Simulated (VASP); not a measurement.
# Sc2InN3 (P6/mmm) in VASP: a series of runs

Runs on Sc2InN3. Level: PBE. Tasks: single point.

All numbers are computed with VASP 6.6.1; they aren't measurements. Logs are shortened: lines on timing, memory, paths and dates and some standing lists are left out, and cuts for length are marked.

### Step 1. The cell of the first run

Symmetry: P6/mmm, No. 191, hexagonal system. Conventional cell: a = 5.092 Å, b = 5.092 Å, c = 5.061 Å, α = 90.00°, β = 90.00°, γ = 120.00°. Within 3.3 Å of Sc (site symmetry -6m2) lie 2 N at 2.53 Å and 3 Sc at 2.94 Å and 3 In at 2.94 Å. In (site symmetry 6/mmm) has 2 N at 2.53 Å and 6 Sc at 2.94 Å within 3.3 Å. Within 3.3 Å of N (site symmetry -6m2) lie 2 Sc at 2.53 Å and 6 N at 2.94 Å. Within 3.3 Å of N (site symmetry 6/mmm) lie 2 In at 2.53 Å and 6 N at 2.94 Å.

### Step 2. Single point, PBE

Contents of INCAR:

```
SYSTEM = Sc2InN3
ALGO = Normal
EDIFF = 1E-6
ENCUT = 600
GGA = PE
GGA_COMPAT = .False.
ISIF = 2
ISMEAR = 0
LASPH = .True.
LCHARG = .False.
LREAL = .False.
LWAVE = .False.
NBANDS = 34
NELM = 120
PREC = Accurate
SIGMA = 0.1
```

Contents of KPOINTS:

```
k-points
0
Gamma
  6 6 4
  0 0 0
```

Contents of POSCAR:

```
Sc2InN3
1.0
    5.0917739700      0.0000000000      0.0000000000
   -2.5458869800      4.4096056000      0.0000000000
    0.0000000000      0.0000000000      5.0609900400
Sc In N
2 1 3
Direct
    0.3333333300      0.6666666700      0.5000000000
    0.6666666700      0.3333333300      0.5000000000
    0.0000000000      0.0000000000      0.5000000000
    0.3333333300      0.6666666700      0.0000000000
    0.6666666700      0.3333333300      0.0000000000
    0.0000000000      0.0000000000      0.0000000000
```

Potentials or basis: VASP PAW PBE potentials, release 64 (Sc_sv, In_d, N).

Launch:

```console
$ cat potpaw_PBE.64/Sc_sv/POTCAR potpaw_PBE.64/In_d/POTCAR potpaw_PBE.64/N/POTCAR > POTCAR
$ mpirun -np 1 vasp_std > vasp.out
```

OUTCAR:

```text
SYSTEM = Sc2InN3
   EDIFF = 1E-6
   ENCUT = 600
   GGA = PE
   ISIF = 2
   ISMEAR = 0
   LASPH = .True.
   LREAL = .False.
   NELM = 120
   PREC = Accurate

 ion  position               nearest neighbor table
   1  0.333  0.667  0.500-   4 2.53   4 2.53   2 2.94   3 2.94   2 2.94   3 2.94   3 2.94   2 2.94

   2  0.667  0.333  0.500-   5 2.53   5 2.53   1 2.94   3 2.94   1 2.94   3 2.94   3 2.94   1 2.94

   3  0.000  0.000  0.500-   6 2.53   6 2.53   1 2.94   2 2.94   1 2.94   2 2.94   2 2.94   1 2.94

   4  0.333  0.667  0.000-   1 2.53   1 2.53
   5  0.667  0.333  0.000-   2 2.53   2 2.53
   6  0.000  0.000  0.000-   3 2.53   3 2.53

  LATTYP: Found a hexagonal cell.
 ALAT       =     5.0917739700
 C/A-ratio  =     0.9939541837

  Lattice vectors:

 A1 = (   5.0917739700,   0.0000000000,   0.0000000000)
 A2 = (  -2.5458869800,   4.4096056000,   0.0000000000)
 A3 = (   0.0000000000,   0.0000000000,   5.0609900400)

Analysis of symmetry for initial positions (statically):
=====================================================================
 Subroutine PRICEL returns:
 Original cell was already a primitive cell.

 Routine SETGRP: Setting up the symmetry group for a
 hexagonal supercell.

 Subroutine GETGRP returns: Found 24 space group operations
 (whereof 24 operations were pure point group operations)
 out of a pool of 24 trial point group operations.

The static configuration has the point symmetry D_6h.

Analysis of symmetry for dynamics (positions and initial velocities):
=====================================================================
 Subroutine PRICEL returns:
 Original cell was already a primitive cell.

 Routine SETGRP: Setting up the symmetry group for a
 hexagonal supercell.

 Subroutine GETGRP returns: Found 24 space group operations
 (whereof 24 operations were pure point group operations)
 out of a pool of 24 trial point group operations.

The dynamic configuration has the point symmetry D_6h.

 Subroutine INISYM returns: Found 24 space group operations
 (whereof 24 operations are pure point group operations),
 and found     1 'primitive' translations

----------------------------------------------------------------------------------------

                                     Primitive cell

  volume of cell :     113.6330

  direct lattice vectors                    reciprocal lattice vectors
     5.091773970  0.000000000  0.000000000     0.196395206  0.113388825  0.000000000
    -2.545886980  4.409605600  0.000000000     0.000000000  0.226777651  0.000000000
     0.000000000  0.000000000  5.060990040     0.000000000  0.000000000  0.197589798

  length of vectors
     5.091773970  5.091773960  5.060990040     0.226777651  0.226777651  0.197589798

  position of ions in fractional coordinates (direct lattice)
     0.333333330  0.666666670  0.500000000
     0.666666670  0.333333330  0.500000000
     0.000000000  0.000000000  0.500000000
     0.333333330  0.666666670  0.000000000
     0.666666670  0.333333330  0.000000000
     0.000000000  0.000000000  0.000000000

  ion indices of the primitive-cell ions
   primitive index   ion index
                 1           1
                 2           2
                 3           3
                 4           4
                 5           5
                 6           6

----------------------------------------------------------------------------------------

 KPOINTS: k-points

Automatic generation of k-mesh.
 Grid dimensions read from file:
 generate k-points for:    6    6    4

 Generating k-lattice:

  Cartesian coordinates                     Fractional coordinates (reciprocal lattice)
     0.032732534  0.018898138  0.000000000     0.166666667 -0.000000000  0.000000000
     0.000000000  0.037796275  0.000000000     0.000000000  0.166666667  0.000000000
     0.000000000  0.000000000  0.049397450     0.000000000  0.000000000  0.250000000

  Length of vectors
     0.037796275  0.037796275  0.049397450

  Shift w.r.t. Gamma in fractional coordinates (k-lattice)
     0.000000000  0.000000000  0.000000000

 Subroutine IBZKPT returns following result:
 ===========================================

 Found     21 irreducible k-points:

 Following reciprocal coordinates:
            Coordinates               Weight
  0.000000  0.000000  0.000000      1.000000
  0.166667  0.000000  0.000000      6.000000
  0.333333  0.000000  0.000000      6.000000
  0.500000  0.000000  0.000000      3.000000
  0.166667  0.166667  0.000000      6.000000
  0.333333  0.166667  0.000000     12.000000
[... 13 lines left out ...]
  0.333333  0.166667  0.500000     12.000000
  0.333333  0.333333  0.500000      2.000000
   k-points           NKPTS =     21   k-points in BZ     NKDIM =     21   number of bands    NBANDS=     34
   number of dos      NEDOS =    301   number of ions     NIONS =      6
   total plane-waves  NPLWV =  70560
   dimension x,y,z NGX =    42 NGY =   42 NGZ =   40
   dimension x,y,z NGXF=    84 NGYF=   84 NGZF=   80
   ions per type =               2   1   3
   NGX,Y,Z   is equivalent  to a cutoff of  13.71, 13.71, 13.14 a.u.
   NGXF,Y,Z  is equivalent  to a cutoff of  27.43, 27.43, 26.28 a.u.
 SYSTEM =  Sc2InN3
   PREC   = accura    normal or accurate (medium, high low for compatibility)
   ISTART =      0    job   : 0-new  1-cont  2-samecut
   ICHARG =      2    charge: 1-file 2-atom 10-const
   ISPIN  =      1    spin polarized calculation?
   LNONCOLLINEAR =      F non collinear calculations
   LSORBIT =      F    spin-orbit coupling
   LASPH  =      T    aspherical Exc in radial PAW
   ENCUT  =  600.0 eV  44.10 Ry    6.64 a.u.  10.17 10.17 10.11*2*pi/ulx,y,z
   NELM   =    120;   NELMIN=  2; NELMDL= -5     # of ELM steps
   EDIFF  = 0.1E-05   stopping-criterion for ELM
   LREAL  =      F    real-space projection
   EDIFFG = 0.1E-04   stopping-criterion for IOM
   NSW    =      0    number of steps for IOM
   IBRION =     -1    ionic relax: 0-MD 1-quasi-New 2-CG
   NFREE  =      0    steps in history (QN), initial steepest desc. (CG)
   ISIF   =      2    stress and relaxation
   ISYM   =      2    0-nonsym 1-usesym 2-fastsym
   POTIM  = 0.5000    time-step for ionic-motion
   TEBEG  =    0.0;   TEEND  =   0.0 temperature during run
   PSTRESS=    0.0 pullay stress
   NELECT =      50.0000    total number of electrons
   NUPDOWN=      -1.0000    fix difference up-down
   EMIN   =  10.00;   EMAX   =-10.00  energy-range for DOS
   EFERMI =   0.00;   METHOD = LEGACY
   ISMEAR =     0;   SIGMA  =   0.10  broadening in eV -4-tet -1-fermi 0-gaus
   EFERMI_NEDOS =   21; number of points for ismear=-14 and -15
   IALGO  =     38    algorithm
   IMIX   =      4    mixing-type and parameters
     AMIX     =   0.40;   BMIX     =  1.00
     AMIX_MAG =   1.60;   BMIX_MAG =  1.00
  volume/ion in A,a.u.               =      18.94       127.81
  Fermi-wavevector in a.u.,A,eV,Ry     =   1.245174  2.353038 21.095266  1.550458
  Thomas-Fermi vector in A             =   2.379408
   LORBIT       =      0    0 simple, 1 ext, 2 COOP (PROOUT), +10 PAW based schemes
   GGA     = PE    functional components
   LHFCALC =     F    Hartree Fock is set to
   AEXX    =    0.0000 exact exchange contribution
   IVDW    =     0    specifies the selected vdW correction
   LEPSILON=     F    determine dielectric tensor
   LRPA    =     F    only Hartree local field effects (RPA)
 non-spin polarized calculation
 Gauss-broadening in eV      SIGMA  =   0.10
  energy-cutoff  :      600.00
  volume of cell :      113.63
 maximum number of plane-waves:      3819
 NGX is ok and might be reduce to    42
   NGX = 21   NGY = 21   NGZ = 21

 number of electron      50.0000000 magnetization

 Free energy of the ion-electron system (eV)
  ---------------------------------------------------
  ext. energy  EPLUGINS =         0.00000000
  ---------------------------------------------------
  free energy    TOTEN  =       -28.88154342 eV

  energy without entropy =      -28.84279076  energy(sigma->0) =      -28.86216709

 E-fermi :   2.9049     XC(G=0):  -9.7489

 val. band max:        2.8721089835   @ k =   0.3333   0.0000   0.5000
 cond. band min:       2.9115353002   @ k =   0.5000   0.0000   0.5000
 fundamental gap:      0.0394263167
 Fermi energy:         2.9049121631

 k-point     1 :       0.0000    0.0000    0.0000
  band No.  band energies     occupation
      1     -46.8315      2.00000
      2     -46.7296      2.00000
      3     -25.6756      2.00000
      4     -25.6756      2.00000
      5     -25.3209      2.00000
      6     -25.3209      2.00000
[... 26 lines left out ...]
     33       5.5520      0.00000
     34       5.5557      0.00000

 k-point     2 :       0.1667    0.0000    0.0000
  band No.  band energies     occupation
      1     -46.8255      2.00000
      2     -46.7356      2.00000
      3     -25.6837      2.00000
      4     -25.6584      2.00000
      5     -25.3393      2.00000
      6     -25.3121      2.00000
[... 26 lines left out ...]
     33       5.5158      0.00000
     34       5.6745      0.00000

 k-point     3 :       0.3333    0.0000    0.0000
  band No.  band energies     occupation
      1     -46.8100      2.00000
      2     -46.7512      2.00000
      3     -25.6988      2.00000
      4     -25.6189      2.00000
      5     -25.3808      2.00000
      6     -25.2967      2.00000
[... 26 lines left out ...]
     33       5.4175      0.00000
     34       5.8995      0.00000
[... 593 lines left out ...]
 k-point    20 :       0.3333    0.1667    0.5000
  band No.  band energies     occupation
      1     -46.7975      2.00000
      2     -46.7637      2.00000
      3     -25.7153      2.00000
      4     -25.5734      2.00000
      5     -25.4253      2.00000
      6     -25.2902      2.00000
[... 26 lines left out ...]
     33       5.2063      0.00000
     34       5.6076      0.00000

 k-point    21 :       0.3333    0.3333    0.5000
  band No.  band energies     occupation
      1     -46.7806      2.00000
      2     -46.7806      2.00000
      3     -25.7267      2.00000
      4     -25.4989      2.00000
      5     -25.4989      2.00000
      6     -25.2751      2.00000
[... 26 lines left out ...]
     33       5.4089      0.00000
     34       5.4089      0.00000

------------------------ aborting loop because EDIFF is reached ----------------------------------------

  FORCE on cell =-STRESS in cart. coord.  units (eV):
  Direction    XX          YY          ZZ          XY          YZ          ZX
  --------------------------------------------------------------------------------------
  -------------------------------------------------------------------------------------
  Total        2.3456422      2.3456422    -25.7335984      0.0000000      0.0000000      0.0000000
  in kB       33.0725738     33.0725737   -362.8329793      0.0000000      0.0000000      0.0000000
  external PRESSURE =     -98.8959439 kB  Pullay stress =       0.0000000 kB

 VOLUME and BASIS-vectors are now :
 -----------------------------------------------------------------------------
  energy-cutoff  :      600.00
  volume of cell :      113.63
      direct lattice vectors                 reciprocal lattice vectors
     5.091773970  0.000000000  0.000000000     0.196395206  0.113388825  0.000000000
    -2.545886980  4.409605600  0.000000000     0.000000000  0.226777651  0.000000000
     0.000000000  0.000000000  5.060990040     0.000000000  0.000000000  0.197589798

 POSITION                                       TOTAL-FORCE (eV/Angst)
 -----------------------------------------------------------------------------------
     -0.00000      2.93974      2.53050         0.000000      0.000000      0.000000
      2.54589      1.46987      2.53050        -0.000000     -0.000000     -0.000000
      0.00000      0.00000      2.53050        -0.000000      0.000000     -0.000000
     -0.00000      2.93974      0.00000         0.000000      0.000000     -0.000000
      2.54589      1.46987      0.00000        -0.000000      0.000000      0.000000
      0.00000      0.00000      0.00000        -0.000000      0.000000     -0.000000
 -----------------------------------------------------------------------------------
    total drift:                                0.000000     -0.000000      0.000000

  FREE ENERGIE OF THE ION-ELECTRON SYSTEM (eV)
  ---------------------------------------------------
  free  energy   TOTEN  =       -28.8815434231 eV

  energy  without entropy=      -28.8427907587  energy(sigma->0) =      -28.86216709
```

Wall time 4.6 min (1 thread of Intel Xeon 8259CL, shared host); peak memory 0.31 GiB.

What came out:

| Item | Value |
| --- | --- |
| Free energy | -28.8815 eV |
| Pressure | -9.9 GPa |
| Band gap on the k mesh | zero (band 25 reaches 3.07 eV, above the bottom of band 26 at 2.48 eV) |

Stress tensor (GPa, compression positive):
```
  3.31   0.00   0.00
  0.00   3.31   0.00
  0.00   0.00 -36.28
```

Caveat: spin-orbit coupling is left out, which moves the levels of the heavy elements.

### Step 3. Single point, PBE

This run uses another cell than the first one, of 35.80 Å³/atom, 1.890 times its volume.

Contents of INCAR:

```
SYSTEM = Sc2InN3
PREC = Accurate
ENCUT = 600
EDIFF = 1E-6
ISMEAR = 0
SIGMA = 0.1
LREAL = .FALSE.
LASPH = .TRUE.
NELM = 120
ALGO = Normal
ISIF = 2
LWAVE = .FALSE.
LCHARG = .TRUE.
GGA = PE
LELF = .TRUE.
LVHAR = .TRUE.
NBANDS = 34
GGA_COMPAT = .FALSE.
```

Contents of KPOINTS:

```
Automatic mesh
0
G
  6 6 10
  0 0 0
```

Contents of POSCAR:

```
Sc2InN3
1.0
    8.0335311709      0.0000000000      0.0000000000
   -4.0167655854      6.9572420761      0.0000000000
    0.0000000000      0.0000000000      3.8432650537
Sc In N
2 1 3
Direct
    0.3333333333      0.6666666667      0.5000000000
    0.6666666667      0.3333333333      0.5000000000
    0.0000000000      0.0000000000      0.5000000000
    0.3333333333      0.6666666667      0.0000000000
    0.6666666667      0.3333333333      0.0000000000
    0.0000000000      0.0000000000      0.0000000000
```

Potentials or basis: VASP PAW PBE potentials, release 64 (Sc_sv, In_d, N).

Launch:

```console
$ cat potpaw_PBE.64/Sc_sv/POTCAR potpaw_PBE.64/In_d/POTCAR potpaw_PBE.64/N/POTCAR > POTCAR
$ mpirun -np 1 vasp_std > vasp.out
```

Run time: 11 min. Hardware: 1 thread of Intel Xeon 8259CL, shared host; peak memory 0.6 GiB.

It converged, with:

```yaml
Free_energy: -35.0319 eV
Pressure: 0.1 GPa
Band_gap_on_the_k_mesh: zero (band 25 reaches 0.60 eV, above the bottom of band 26 at -0.07 eV)
```

Stress tensor (GPa, compression positive):
```
-0.02  0.00  0.00
 0.00 -0.02  0.00
 0.00  0.00  0.49
```

Levels at points of the mesh, in eV from the Fermi level:
| k point | band 23 | band 24 | band 25 | band 26 | band 27 | band 28 |
| --- | --- | --- | --- | --- | --- | --- |
| (0.00, 0.00, 0.00) | -0.73 | -0.73 | 0.38 | 0.42 | 0.91 | 1.39 |
| (0.50, 0.00, 0.00) | -0.73 | -0.21 | 0.39 | 0.41 | 0.43 | 0.77 |
| (0.00, 0.00, 0.50) | -2.07 | -0.67 | -0.67 | 0.62 | 1.20 | 1.20 |
| (0.50, 0.00, 0.50) | -2.03 | -0.69 | -0.66 | 0.50 | 1.24 | 1.32 |

Caveat: spin-orbit coupling is left out, which moves the levels of the heavy elements.

### Step 4. Single point, PBE, collinear spin, ferromagnetic start

Contents of INCAR:

```
PREC = Accurate
ENCUT = 600
EDIFF = 1E-6
ISMEAR = 0
SIGMA = 0.1
LREAL = F
LASPH = T
NELM = 200
ALGO = Normal
ISIF = 2
LWAVE = F
LCHARG = F
ISPIN = 2
MAGMOM = 0 0 0 1 1 1
LORBIT = 11
LMAXMIX = 4
GGA = PE
NBANDS = 38
GGA_COMPAT = F
```

Contents of KPOINTS:

```
regular mesh
0
Gamma
  6 6 4
```

Contents of POSCAR:

```
Sc2InN3
1.0
    5.0917739700      0.0000000000      0.0000000000
   -2.5458869800      4.4096056000      0.0000000000
    0.0000000000      0.0000000000      5.0609900400
Sc In N
2 1 3
Direct
    0.3333333300      0.6666666700      0.5000000000
    0.6666666700      0.3333333300      0.5000000000
    0.0000000000      0.0000000000      0.5000000000
    0.3333333300      0.6666666700      0.0000000000
    0.6666666700      0.3333333300      0.0000000000
    0.0000000000      0.0000000000      0.0000000000
```

Launch:

```console
$ cat potpaw_PBE.64/Sc_sv/POTCAR potpaw_PBE.64/In_d/POTCAR potpaw_PBE.64/N/POTCAR > POTCAR
$ mpirun -np 1 vasp_std > vasp.out
```

Wall time 9.2 min (1 thread of Intel Xeon 8259CL, shared host); peak memory 0.41 GiB.

Results (log left out):

- Free energy: -29.1530 eV
- Pressure: -7.6 GPa
- Net moment: 2.79 μB per cell
- Site moments: Sc -0.04; In -0.00; N +0.43, +1.22 μB
- Valence electrons inside the program's atomic spheres: Sc 9.38; In 11.54; N 3.32

Stress tensor (GPa, compression positive):
```
  6.47   0.00   0.00
  0.00   6.47   0.00
  0.00   0.00 -35.67
```

Levels at points of the mesh, in eV from the Fermi level:
Spin up:
| k point | band 22 | band 23 | band 24 | band 25 | band 26 | band 27 | band 28 | band 29 | band 30 | band 31 |
| --- | --- | --- | --- | --- | --- | --- | --- | --- | --- | --- |
| (0.00, 0.00, 0.00) | -1.72 | -1.19 | -0.53 | -0.24 | -0.24 | 0.59 | 0.59 | 1.36 | 1.36 | 1.42 |
| (0.50, 0.00, 0.00) | -1.16 | -0.95 | -0.92 | -0.53 | -0.02 | 0.16 | 0.17 | 0.30 | 1.15 | 1.67 |
| (0.00, 0.00, 0.50) | -1.94 | -1.52 | -0.79 | -0.79 | -0.65 | 0.46 | 0.46 | 1.21 | 1.21 | 2.19 |
| (0.50, 0.00, 0.50) | -1.63 | -1.18 | -0.48 | -0.18 | -0.17 | -0.08 | 0.03 | 0.39 | 1.39 | 1.90 |
Spin down:
```csv
k point,band 22,band 23,band 24,band 25,band 26,band 27
"(0.00, 0.00, 0.00)",-0.82,-0.43,-0.18,0.69,0.69,1.32
"(0.50, 0.00, 0.00)",-0.50,-0.34,-0.08,0.48,0.64,1.04
"(0.00, 0.00, 0.50)",-0.80,-0.80,-0.32,-0.32,0.57,1.14
"(0.50, 0.00, 0.50)",-0.84,-0.20,-0.09,0.19,1.08,1.32
```

Caveat: spin-orbit coupling is left out, which moves the levels of the heavy elements.

### Step 5. The runs side by side

```csv
spin,cell,k mesh,gap on the mesh (eV),pressure (GPa)
off,"a = 5.092, b = 5.092, c = 5.061 Å, angles 90.0, 90.0, 120.0°, 6 atoms",6 × 6 × 4,none,-9.9
off,"a = 8.034, b = 8.034, c = 3.843 Å, angles 90.0, 90.0, 120.0°, 6 atoms",6 × 6 × 10,none,0.1
"collinear, ferromagnetic start","a = 5.092, b = 5.092, c = 5.061 Å, angles 90.0, 90.0, 120.0°, 6 atoms",6 × 6 × 4,none,-7.6
```

Alike in all rows: task single point; level PBE; potentials or basis VASP PAW PBE potentials, release 64 (Sc_sv, In_d, N); cutoff (eV) 600; smearing gaussian 0.1 eV.

Caveats: spin-orbit coupling is left out, which moves the levels of the heavy elements.

Total energies depend on the potentials used, so only differences within one code and one set of settings carry meaning.
